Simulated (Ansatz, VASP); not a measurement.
## Li2H: VASP beside Ansatz

```
Li H
1.0
     2.84296    0.00000    0.00000
    -1.42148    2.46208    0.00000
     0.00000    0.00000    4.97717
Li H
2 1
Cartesian
  0.0000 1.6414 1.3229
  1.4215 0.8207 3.6543
  0.0000 0.0000 2.4886
```

Alike in both runs: task relaxation of cell and atoms; functional PBE; k mesh 18 × 18 × 10; occupations gaussian, width 0.1 eV; no spin polarisation.

|  | VASP | Ansatz |
| --- | --- | --- |
| version | VASP 6.6.1 | Ansatz 0.2.0 |
| potentials or method | VASP PAW PBE potentials, release 64 (Li_sv, H), cutoff 600 eV | scalar-relativistic, plane waves, PAW |
| valence electrons in the cell | 7 | 7 |

```tsv
	VASP	Ansatz	Ansatz less VASP
gap on the k mesh at the Fermi level, each at its own relaxed structure (eV)	none	none	-
relaxed volume (Å³/atom)	11.54	11.59	+0.056
relaxed length of the cell vector where the two differ most in proportion (Å)	2.831	2.837	+0.0062
```

A gap of «none» marks a metal or a gap that the smearing closes.

Noted on VASP's run: the cutoff is under 1.25 times that of the potentials, so the pressure is a little rough.
